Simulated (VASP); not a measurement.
# TaSi4W (P4/mmm) in VASP: single point with PBE

Aim: the single point of TaSi4W with PBE.

All numbers are computed with VASP 6.6.1; they aren't measurements. Logs are shortened: lines on timing, memory, paths and dates and some standing lists are left out, and cuts for length are marked.

### Step 1. The cell of the first run

Symmetry: P4/mmm, No. 123, tetragonal system. Conventional cell: a = 4.047 Å, b = 4.047 Å, c = 6.385 Å, α = 90.00°, β = 90.00°, γ = 90.00°. Within 3.5 Å of Ta (site symmetry 4/mmm) lie 8 Si at 2.65 Å and 2 W at 3.19 Å. Si (site symmetry 2mm) has 2 W at 2.50 Å and 2 Ta at 2.65 Å and 5 Si at 2.86 to 2.95 Å within 3.3 Å. Within 3.3 Å of W (site symmetry 4/mmm) lie 8 Si at 2.50 Å and 2 Ta at 3.19 Å.

The cell was generated, and may not be a known phase.

### Step 2. Single point, PBE

Input file INCAR:

```
PREC = Accurate ; ENCUT = 500
EDIFF = 1E-6 ; ISMEAR = 0
SIGMA = 0.2 ; LREAL = F
LASPH = T ; NELM = 120
ALGO = Normal ; ISIF = 2
LWAVE = F ; LCHARG = F
GGA = PE ; NBANDS = 30
GGA_COMPAT = F
```

Input file KPOINTS:

```
regular mesh
0
Gamma
  4 4 3
```

Input file POSCAR:

```
TaSi4W
1.0
    4.0470303835      0.0000000000      0.0000000000
    0.0000000000      4.0470303835      0.0000000000
    0.0000000000      0.0000000000      6.3845308226
Ta Si W
1 4 1
Direct
    0.5000000000      0.5000000000      0.7701427927
    0.0000000000      0.5000000000      0.5013548344
    0.5000000000      0.0000000000      0.5013548344
    0.0000000000      0.5000000000      0.0389437835
    0.5000000000      0.0000000000      0.0389437835
    0.5000000000      0.5000000000      0.2701475616
```

Potentials or basis: VASP PAW PBE potentials, release 64 (Ta_pv, Si, W_sv).

The run is started by

```bash
> cat potpaw_PBE.64/Ta_pv/POTCAR potpaw_PBE.64/Si/POTCAR potpaw_PBE.64/W_sv/POTCAR > POTCAR
> mpirun -np 1 vasp_std > vasp.out
```

OUTCAR:

```text
PREC = Accurate
   ENCUT = 500
   EDIFF = 1E-6
   ISMEAR = 0
   LREAL = F
   LASPH = T
   NELM = 120
   ISIF = 2
   GGA = PE

 ion  position               nearest neighbor table
   1  0.500  0.500  0.770-   2 2.65   3 2.65   3 2.65   2 2.65   4 2.65   5 2.65   5 2.65   4 2.65
                             6 3.19   6 3.19
   2  0.000  0.500  0.501-   6 2.50   6 2.50   1 2.65   1 2.65   3 2.86   3 2.86   3 2.86   3 2.86
                             4 2.95
   3  0.500  0.000  0.501-   6 2.50   6 2.50   1 2.65   1 2.65   2 2.86   2 2.86   2 2.86   2 2.86
                             5 2.95
   4  0.000  0.500  0.039-   6 2.50   6 2.50   1 2.65   1 2.65   5 2.86   5 2.86   5 2.86   5 2.86
                             2 2.95
   5  0.500  0.000  0.039-   6 2.50   6 2.50   1 2.65   1 2.65   4 2.86   4 2.86   4 2.86   4 2.86
                             3 2.95
   6  0.500  0.500  0.270-   4 2.50   5 2.50   5 2.50   4 2.50   3 2.50   2 2.50   2 2.50   3 2.50
                             1 3.19   1 3.19

  LATTYP: Found a simple tetragonal cell.
 ALAT       =     4.0470303835
 C/A-ratio  =     1.5775841092

  Lattice vectors:

 A1 = (   4.0470303835,   0.0000000000,   0.0000000000)
 A2 = (   0.0000000000,   4.0470303835,   0.0000000000)
 A3 = (   0.0000000000,   0.0000000000,   6.3845308226)

Analysis of symmetry for initial positions (statically):
=====================================================================
 Subroutine PRICEL returns:
 Original cell was already a primitive cell.

 Routine SETGRP: Setting up the symmetry group for a
 simple tetragonal supercell.

 Subroutine GETGRP returns: Found  8 space group operations
 (whereof  8 operations were pure point group operations)
 out of a pool of 16 trial point group operations.

The static configuration has the point symmetry C_4v.

Analysis of symmetry for dynamics (positions and initial velocities):
=====================================================================
 Subroutine PRICEL returns:
 Original cell was already a primitive cell.

 Routine SETGRP: Setting up the symmetry group for a
 simple tetragonal supercell.

 Subroutine GETGRP returns: Found  8 space group operations
 (whereof  8 operations were pure point group operations)
 out of a pool of 16 trial point group operations.

The dynamic configuration has the point symmetry C_4v.

 Subroutine INISYM returns: Found  8 space group operations
 (whereof  8 operations are pure point group operations),
[... 86 lines left out ...]
   LNONCOLLINEAR =      F non collinear calculations
   LSORBIT =      F    spin-orbit coupling
   LASPH  =      T    aspherical Exc in radial PAW
   ENCUT  =  500.0 eV  36.75 Ry    6.06 a.u.   7.38  7.38 11.64*2*pi/ulx,y,z
   NELM   =    120;   NELMIN=  2; NELMDL= -5     # of ELM steps
   EDIFF  = 0.1E-05   stopping-criterion for ELM
   LREAL  =      F    real-space projection
[... 7 lines left out ...]
   TEBEG  =    0.0;   TEEND  =   0.0 temperature during run
   PSTRESS=    0.0 pullay stress
   NELECT =      41.0000    total number of electrons
   NUPDOWN=      -1.0000    fix difference up-down
   EMIN   =  10.00;   EMAX   =-10.00  energy-range for DOS
   EFERMI =   0.00;   METHOD = LEGACY
   ISMEAR =     0;   SIGMA  =   0.20  broadening in eV -4-tet -1-fermi 0-gaus
   EFERMI_NEDOS =   21; number of points for ismear=-14 and -15
   IALGO  =     38    algorithm
   IMIX   =      4    mixing-type and parameters
     AMIX     =   0.40;   BMIX     =  1.00
     AMIX_MAG =   1.60;   BMIX_MAG =  1.00
  volume/ion in A,a.u.               =      17.43       117.61
  Fermi-wavevector in a.u.,A,eV,Ry     =   1.198217  2.264302 19.534211  1.435724
  Thomas-Fermi vector in A             =   2.334112
   LORBIT       =      0    0 simple, 1 ext, 2 COOP (PROOUT), +10 PAW based schemes
   GGA     = PE    functional components
   LHFCALC =     F    Hartree Fock is set to
   AEXX    =    0.0000 exact exchange contribution
   IVDW    =     0    specifies the selected vdW correction
   LEPSILON=     F    determine dielectric tensor
   LRPA    =     F    only Hartree local field effects (RPA)
 non-spin polarized calculation
 Gauss-broadening in eV      SIGMA  =   0.20
  energy-cutoff  :      500.00
  volume of cell :      104.57
 maximum number of plane-waves:      2671
 NGX is ok and might be reduce to    30
   NGX = 15   NGY = 15   NGZ = 23

 number of electron      40.9999999 magnetization

 Free energy of the ion-electron system (eV)
  ---------------------------------------------------
  ext. energy  EPLUGINS =         0.00000000
  ---------------------------------------------------
  free energy    TOTEN  =       -44.76725323 eV

  energy without entropy =      -44.72165191  energy(sigma->0) =      -44.74445257

 E-fermi :   7.8997     XC(G=0): -11.0437

 val. band max:        7.8119813909   @ k =   0.2500   0.0000   0.3333
 cond. band min:       8.0281187256   @ k =   0.0000   0.0000   0.0000
 fundamental gap:      0.2161373348
 Fermi energy:         7.8997100571

 k-point     1 :       0.0000    0.0000    0.0000
  band No.  band energies     occupation
      1     -65.6563      2.00000
      2     -30.1536      2.00000
      3     -29.9635      2.00000
      4     -29.9635      2.00000
      5     -27.0570      2.00000
      6     -26.9809      2.00000
[... 385 lines left out ...]
     29      13.9058      0.00000
     30      13.9058      0.00000

------------------------ aborting loop because EDIFF is reached ----------------------------------------

  FORCE on cell =-STRESS in cart. coord.  units (eV):
  Direction    XX          YY          ZZ          XY          YZ          ZX
  --------------------------------------------------------------------------------------
  -------------------------------------------------------------------------------------
  Total        0.1741550      0.1741550      0.3549809      0.0000000     -0.0000000      0.0000000
  in kB        2.6683608      2.6683608      5.4389329      0.0000000     -0.0000000      0.0000000
  external PRESSURE =       3.5918849 kB  Pullay stress =       0.0000000 kB

 VOLUME and BASIS-vectors are now :
 -----------------------------------------------------------------------------
  energy-cutoff  :      500.00
  volume of cell :      104.57
      direct lattice vectors                 reciprocal lattice vectors
     4.047030384  0.000000000  0.000000000     0.247094760  0.000000000  0.000000000
     0.000000000  4.047030384  0.000000000     0.000000000  0.247094760  0.000000000
     0.000000000  0.000000000  6.384530823     0.000000000  0.000000000  0.156628581

 POSITION                                       TOTAL-FORCE (eV/Angst)
 -----------------------------------------------------------------------------------
      2.02352      2.02352      4.91700        -0.000000      0.000000      0.000463
      0.00000      2.02352      3.20092         0.000000     -0.000000      0.013810
      2.02352      0.00000      3.20092        -0.000000     -0.000000      0.013810
      0.00000      2.02352      0.24864        -0.000000     -0.000000     -0.013974
      2.02352      0.00000      0.24864        -0.000000     -0.000000     -0.013974
      2.02352      2.02352      1.72477        -0.000000      0.000000     -0.000134
 -----------------------------------------------------------------------------------
    total drift:                                0.000000      0.000000     -0.000107

  FREE ENERGIE OF THE ION-ELECTRON SYSTEM (eV)
  ---------------------------------------------------
  free  energy   TOTEN  =       -44.7672532266 eV

  energy  without entropy=      -44.7216519125  energy(sigma->0) =      -44.74445257
```

OSZICAR:

```text
N       E                     dE             d eps       ncg     rms          rms(c)
DAV:   1     0.288418897320E+03    0.28842E+03   -0.20495E+04   808   0.124E+03
DAV:   2    -0.324590600623E+02   -0.32088E+03   -0.30872E+03   818   0.332E+02
DAV:   3    -0.462453952659E+02   -0.13786E+02   -0.13365E+02   912   0.634E+01
DAV:   4    -0.464887461715E+02   -0.24335E+00   -0.24273E+00   874   0.849E+00
DAV:   5    -0.464924486628E+02   -0.37025E-02   -0.37019E-02   900   0.117E+00    0.291E+01
DAV:   6    -0.451538001802E+02    0.13386E+01   -0.51066E+00   846   0.112E+01    0.131E+01
DAV:   7    -0.452372171439E+02   -0.83417E-01   -0.47961E+00   876   0.949E+00    0.570E+00
DAV:   8    -0.447701933272E+02    0.46702E+00   -0.15125E+00   894   0.609E+00    0.199E+00
DAV:   9    -0.447675314792E+02    0.26618E-02   -0.13886E-01   866   0.179E+00    0.416E-01
DAV:  10    -0.447672494893E+02    0.28199E-03   -0.66750E-03   850   0.385E-01    0.308E-01
DAV:  11    -0.447672694222E+02   -0.19933E-04   -0.12386E-03   890   0.229E-01    0.100E-01
DAV:  12    -0.447672481997E+02    0.21222E-04   -0.17634E-04   812   0.729E-02    0.370E-02
DAV:  13    -0.447672530987E+02   -0.48990E-05   -0.13252E-05   898   0.182E-02    0.871E-03
DAV:  14    -0.447672532266E+02   -0.12789E-06   -0.22696E-06   756   0.664E-03
   1 F= -.44767253E+02 E0= -.44744453E+02  d E =-.456013E-01
```

Run time: 27 s. Hardware: 1 thread of Intel Xeon Platinum 8488C (Sapphire Rapids), shared host; peak memory 0.2 GiB.

Results:

| Item | Value |
| --- | --- |
| Free energy | -44.7673 eV |
| Pressure | 0.4 GPa |
| Largest force | 0.014 eV/Å |
| Band gap on the k mesh | zero (an odd number of electrons rules out a gap without spin polarisation) |

Forces on the atoms (eV/Å):
```
Ta   0.000  0.000  0.000
Si   0.000  0.000  0.014
Si   0.000  0.000  0.014
Si   0.000  0.000 -0.014
Si   0.000  0.000 -0.014
W    0.000  0.000  0.000
```

Caveat: the k points lie up to 0.39 Å⁻¹ apart, too coarse for converged energies and pressures of a metal; spin-orbit coupling is left out, which moves the levels of the heavy elements; an odd number of electrons without spin polarisation forces a metal; a magnetic or distorted state may lie lower.

The gap in the log of VASP goes by the Fermi energy; the results here count the filled bands.